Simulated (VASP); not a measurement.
# NaH (Fm-3m) in VASP: single point with PBE

Aim: the single point of NaH with PBE.

Everything below comes from runs of VASP 6.6.1. Logs are shortened: lines on timing, memory, paths and dates and some standing lists are left out, and cuts for length are marked.

## 1. The cell of the first run

Symmetry: Fm-3m, No. 225, cubic system. The conventional cell has a = 4.831 Å, b = 4.831 Å, c = 4.831 Å, α = 90.00°, β = 90.00°, γ = 90.00°. Within 3.2 Å of Na (site symmetry m-3m) lie 6 H at 2.42 Å. Within 3.2 Å of H (site symmetry m-3m) lie 6 Na at 2.42 Å.

## 2. Single point, PBE

The input, INCAR:

```
SYSTEM = NaH
PREC = Accurate
ENCUT = 520
EDIFF = 1E-7
ISMEAR = 0
SIGMA = 0.01
LREAL = Auto
LASPH = .True.
NELM = 60
ALGO = Normal
ISIF = 2
LWAVE = .False.
LCHARG = .True.
GGA = PE
LELF = .True.
LVHAR = .True.
NBANDS = 86
```

The input, KPOINTS:

```
Automatic mesh
0
Gamma
  2 2 2
  0.5 0.5 0.5
```

The input, POSCAR:

```
NaH
1.0
   -4.8309073878      4.8309073878      4.8309073878
    4.8309073878     -4.8309073878      4.8309073878
    4.8309073878      4.8309073878     -4.8309073878
Na H
16 16
Direct
    0.5000000000      0.5000000000      0.0000000000
    0.5000000000      0.7500000000      0.7500000000
    0.5000000000      0.0000000000      0.5000000000
    0.7500000000      0.2500000000      0.0000000000
    0.5000000000      0.2500000000      0.2500000000
    0.7500000000      0.5000000000      0.7500000000
    0.7500000000      0.7500000000      0.5000000000
    0.0000000000      0.0000000000      0.0000000000
    0.7500000000      0.0000000000      0.2500000000
    0.0000000000      0.2500000000      0.7500000000
    0.0000000000      0.5000000000      0.5000000000
    0.2500000000      0.7500000000      0.0000000000
    0.0000000000      0.7500000000      0.2500000000
    0.2500000000      0.0000000000      0.7500000000
    0.2500000000      0.2500000000      0.5000000000
    0.2500000000      0.5000000000      0.2500000000
    0.5000000000      0.7500000000      0.2500000000
    0.5000000000      0.0000000000      0.0000000000
    0.5000000000      0.2500000000      0.7500000000
    0.7500000000      0.5000000000      0.2500000000
    0.5000000000      0.5000000000      0.5000000000
    0.7500000000      0.7500000000      0.0000000000
    0.7500000000      0.0000000000      0.7500000000
    0.0000000000      0.2500000000      0.2500000000
    0.7500000000      0.2500000000      0.5000000000
    0.0000000000      0.5000000000      0.0000000000
    0.0000000000      0.7500000000      0.7500000000
    0.2500000000      0.0000000000      0.2500000000
    0.0000000000      0.0000000000      0.5000000000
    0.2500000000      0.2500000000      0.0000000000
    0.2500000000      0.5000000000      0.7500000000
    0.2500000000      0.7500000000      0.5000000000
```

Potentials or basis: VASP PAW PBE potentials, release 64 (Na_pv, H).

Command:

```console
$ cat potpaw_PBE.64/Na_pv/POTCAR potpaw_PBE.64/H/POTCAR > POTCAR
$ mpirun -np 1 vasp_std > vasp.out
```

OUTCAR:

```text
SYSTEM = NaH
   PREC = Accurate
   ENCUT = 520
   EDIFF = 1E-7
   ISMEAR = 0
   LREAL = Auto
   LASPH = .True.
   NELM = 60
   ISIF = 2
   GGA = PE

 ion  position               nearest neighbor table
   1  0.500  0.500  0.000-
   2  0.500  0.750  0.750-
   3  0.500  0.000  0.500-
   4  0.750  0.250  0.000-
   5  0.500  0.250  0.250-
   6  0.750  0.500  0.750-
[... 24 lines left out ...]
  31  0.250  0.500  0.750-
  32  0.250  0.750  0.500-

  LATTYP: Found a body centered cubic cell.
 ALAT       =     9.6618147756

  Lattice vectors:

 A1 = (  -4.8309073878,   4.8309073878,   4.8309073878)
 A2 = (   4.8309073878,  -4.8309073878,   4.8309073878)
 A3 = (   4.8309073878,   4.8309073878,  -4.8309073878)

Analysis of symmetry for initial positions (statically):
=====================================================================
 Subroutine PRICEL returns following result:

  LATTYP: Found a face centered cubic cell.
 ALAT       =     4.8309073878

  Lattice vectors:

 A1 = (   2.4154536939,  -2.4154536939,   0.0000000000)
 A2 = (   0.0000000000,  -2.4154536939,  -2.4154536939)
 A3 = (   2.4154536939,   0.0000000000,  -2.4154536939)

  16 primitive cells build up your supercell.

 Routine SETGRP: Setting up the symmetry group for a
 body centered cubic supercell.

 Subroutine GETGRP returns: Found 48 space group operations
 (whereof 48 operations were pure point group operations)
 out of a pool of 48 trial point group operations.

The static configuration has the point symmetry O_h .

Analysis of symmetry for dynamics (positions and initial velocities):
=====================================================================
 Subroutine PRICEL returns following result:

  LATTYP: Found a face centered cubic cell.
 ALAT       =     4.8309073878

  Lattice vectors:

 A1 = (   2.4154536939,  -2.4154536939,   0.0000000000)
 A2 = (   0.0000000000,  -2.4154536939,  -2.4154536939)
 A3 = (   2.4154536939,   0.0000000000,  -2.4154536939)

  16 primitive cells build up your supercell.

 Routine SETGRP: Setting up the symmetry group for a
 body centered cubic supercell.

 Subroutine GETGRP returns: Found 48 space group operations
 (whereof 48 operations were pure point group operations)
 out of a pool of 48 trial point group operations.

The dynamic configuration has the point symmetry O_h .

 Subroutine INISYM returns: Found 48 space group operations
 (whereof 48 operations are pure point group operations),
 and found    16 'primitive' translations

----------------------------------------------------------------------------------------

                                     Primitive cell

  volume of cell :      28.1855

  direct lattice vectors                    reciprocal lattice vectors
     2.415453694 -2.415453694  0.000000000     0.207000449 -0.207000449  0.207000449
     0.000000000 -2.415453694 -2.415453694    -0.207000449 -0.207000449 -0.207000449
     2.415453694  0.000000000 -2.415453694     0.207000449  0.207000449 -0.207000449

  length of vectors
     3.415967373  3.415967373  3.415967373     0.358535295  0.358535295  0.358535295

  position of ions in fractional coordinates (direct lattice)
     0.000000000  0.000000000  0.000000000
     0.500000000  0.500000000  0.500000000

  ion indices of the primitive-cell ions
   primitive index   ion index
                 1           1
                 2          17

----------------------------------------------------------------------------------------

 KPOINTS: Automatic mesh

Automatic generation of k-mesh.
 Grid dimensions read from file:
 generate k-points for:    2    2    2

 Generating k-lattice:

  Cartesian coordinates                     Fractional coordinates (reciprocal lattice)
     0.000000000  0.051750112  0.051750112     0.500000000  0.000000000  0.000000000
     0.051750112  0.000000000  0.051750112     0.000000000  0.500000000  0.000000000
     0.051750112  0.051750112  0.000000000     0.000000000  0.000000000  0.500000000

  Length of vectors
     0.073185711  0.073185711  0.073185711

  Shift w.r.t. Gamma in fractional coordinates (k-lattice)
     0.500000000  0.500000000  0.500000000

 Subroutine IBZKPT returns following result:
 ===========================================

 Found      2 irreducible k-points:

 Following reciprocal coordinates:
            Coordinates               Weight
  0.250000  0.250000  0.250000      2.000000
 -0.250000  0.250000  0.250000      6.000000
   k-points           NKPTS =      2   k-points in BZ     NKDIM =      2   number of bands    NBANDS=     86
   number of dos      NEDOS =    301   number of ions     NIONS =     32
   total plane-waves  NPLWV = 262144
   dimension x,y,z NGX =    64 NGY =   64 NGZ =   64
   dimension x,y,z NGXF=   128 NGYF=  128 NGZF=  128
   ions per type =              16  16
   NGX,Y,Z   is equivalent  to a cutoff of  12.72, 12.72, 12.72 a.u.
   NGXF,Y,Z  is equivalent  to a cutoff of  25.43, 25.43, 25.43 a.u.
 SYSTEM =  NaH
   PREC   = accura    normal or accurate (medium, high low for compatibility)
   ISTART =      0    job   : 0-new  1-cont  2-samecut
   ICHARG =      2    charge: 1-file 2-atom 10-const
   ISPIN  =      1    spin polarized calculation?
   LNONCOLLINEAR =      F non collinear calculations
   LSORBIT =      F    spin-orbit coupling
   LASPH  =      T    aspherical Exc in radial PAW
   ENCUT  =  520.0 eV  38.22 Ry    6.18 a.u.  15.56 15.56 15.56*2*pi/ulx,y,z
   NELM   =     60;   NELMIN=  2; NELMDL= -5     # of ELM steps
   EDIFF  = 0.1E-06   stopping-criterion for ELM
   LREAL  =      T    real-space projection
   EDIFFG = 0.1E-05   stopping-criterion for IOM
   NSW    =      0    number of steps for IOM
   IBRION =     -1    ionic relax: 0-MD 1-quasi-New 2-CG
   NFREE  =      0    steps in history (QN), initial steepest desc. (CG)
   ISIF   =      2    stress and relaxation
   ISYM   =      2    0-nonsym 1-usesym 2-fastsym
   POTIM  = 0.5000    time-step for ionic-motion
   TEBEG  =    0.0;   TEEND  =   0.0 temperature during run
   PSTRESS=    0.0 pullay stress
   NELECT =     128.0000    total number of electrons
   NUPDOWN=      -1.0000    fix difference up-down
   EMIN   =  10.00;   EMAX   =-10.00  energy-range for DOS
   EFERMI =   0.00;   METHOD = LEGACY
   ISMEAR =     0;   SIGMA  =   0.01  broadening in eV -4-tet -1-fermi 0-gaus
   EFERMI_NEDOS =   21; number of points for ismear=-14 and -15
   IALGO  =     38    algorithm
   IMIX   =      4    mixing-type and parameters
     AMIX     =   0.40;   BMIX     =  1.00
     AMIX_MAG =   1.60;   BMIX_MAG =  1.00
  volume/ion in A,a.u.               =      14.09        95.10
  Fermi-wavevector in a.u.,A,eV,Ry     =   1.075877  2.033113 15.748909  1.157512
  Thomas-Fermi vector in A             =   2.211746
   LORBIT       =      0    0 simple, 1 ext, 2 COOP (PROOUT), +10 PAW based schemes
   GGA     = PE    functional components
   LHFCALC =     F    Hartree Fock is set to
   AEXX    =    0.0000 exact exchange contribution
   IVDW    =     0    specifies the selected vdW correction
   LEPSILON=     F    determine dielectric tensor
   LRPA    =     F    only Hartree local field effects (RPA)
 non-spin polarized calculation
 Gauss-broadening in eV      SIGMA  =   0.01
  energy-cutoff  :      520.00
  volume of cell :      450.97
 maximum number of plane-waves:     12134
 NGX is ok and might be reduce to    64
   NGX = 31   NGY = 31   NGZ = 31

 number of electron     128.0000155 magnetization

 Free energy of the ion-electron system (eV)
  ---------------------------------------------------
  ext. energy  EPLUGINS =         0.00000000
  ---------------------------------------------------
  free energy    TOTEN  =       -81.42824869 eV

  energy without entropy =      -81.42824869  energy(sigma->0) =      -81.42824869

 E-fermi :  -1.1303     XC(G=0):  -7.7744

 val. band max:       -1.2044400376   @ k =  -0.2500   0.2500   0.2500
 cond. band min:       3.4239987590   @ k =  -0.2500   0.2500   0.2500
 fundamental gap:      4.6284387966
 Fermi energy:        -1.1303463418

 k-point     1 :       0.2500    0.2500    0.2500
  band No.  band energies     occupation
      1     -23.2853      2.00000
      2     -23.2853      2.00000
      3     -23.2853      2.00000
      4     -23.2853      2.00000
      5     -23.2853      2.00000
      6     -23.2853      2.00000
[... 68 lines left out ...]
     75       3.9373      0.00000
     76       3.9373      0.00000

 k-point     2 :      -0.2500    0.2500    0.2500
  band No.  band energies     occupation
      1     -23.2928      2.00000
      2     -23.2928      2.00000
      3     -23.2928      2.00000
      4     -23.2928      2.00000
      5     -23.2858      2.00000
      6     -23.2858      2.00000
[... 68 lines left out ...]
     75       4.4759      0.00000
     76       5.2727      0.00000
 [bands above 76 left out]

------------------------ aborting loop because EDIFF is reached ----------------------------------------

  FORCE on cell =-STRESS in cart. coord.  units (eV):
  Direction    XX          YY          ZZ          XY          YZ          ZX
  --------------------------------------------------------------------------------------
  -------------------------------------------------------------------------------------
  Total       -0.1082632     -0.1082632     -0.1082632     -0.0000000     -0.0000000      0.0000000
  in kB       -0.3846319     -0.3846319     -0.3846319     -0.0000000     -0.0000000      0.0000000
  external PRESSURE =      -0.3846319 kB  Pullay stress =       0.0000000 kB

 VOLUME and BASIS-vectors are now :
 -----------------------------------------------------------------------------
  energy-cutoff  :      520.00
  volume of cell :      450.97
      direct lattice vectors                 reciprocal lattice vectors
    -4.830907388  4.830907388  4.830907388     0.000000000  0.103500225  0.103500225
     4.830907388 -4.830907388  4.830907388     0.103500225  0.000000000  0.103500225
     4.830907388  4.830907388 -4.830907388     0.103500225  0.103500225  0.000000000

 POSITION                                       TOTAL-FORCE (eV/Angst)
 -----------------------------------------------------------------------------------
      0.00000      0.00000      4.83091        -0.000000     -0.000000     -0.000000
      4.83091      2.41545      2.41545        -0.000000     -0.000000     -0.000000
      0.00000      4.83091      0.00000         0.000000     -0.000000      0.000000
     -2.41545      2.41545      4.83091        -0.000000      0.000000      0.000000
      0.00000      2.41545      2.41545        -0.000000     -0.000000     -0.000000
      2.41545      4.83091      2.41545         0.000000      0.000000      0.000000
[... 24 lines left out ...]
      4.83091      2.41545      0.00000        -0.000000      0.000000      0.000000
      4.83091      0.00000      2.41545         0.000000      0.000000     -0.000000
 -----------------------------------------------------------------------------------
    total drift:                               -0.000000      0.000000      0.000000

  FREE ENERGIE OF THE ION-ELECTRON SYSTEM (eV)
  ---------------------------------------------------
  free  energy   TOTEN  =       -81.4282486949 eV

  energy  without entropy=      -81.4282486949  energy(sigma->0) =      -81.42824869
```

Run time: 3.9 min. Hardware: 1 thread of Intel Xeon Platinum 8259CL at 2.50GHz (Skylake/Cascade Lake), shared host; peak memory 0.56 GiB.

Results:

| Item | Value |
| --- | --- |
| Free energy | -81.4282 eV |
| Pressure | 0.0 GPa |
| Band gap on the k mesh | 4.63 eV |

Levels at points of the mesh, in eV from the valence-band top:
```csv
k point,band 60,band 61,band 62,band 63,band 64,band 65,band 66,band 67,band 68,band 69
"(0.25, 0.25, 0.25)",-0.54,-0.54,-0.54,-0.54,-0.54,5.14,5.14,5.14,5.14,5.14
```

A k mesh can miss the band edges. PBE gaps usually lie below the measured ones, often by a third to a half.
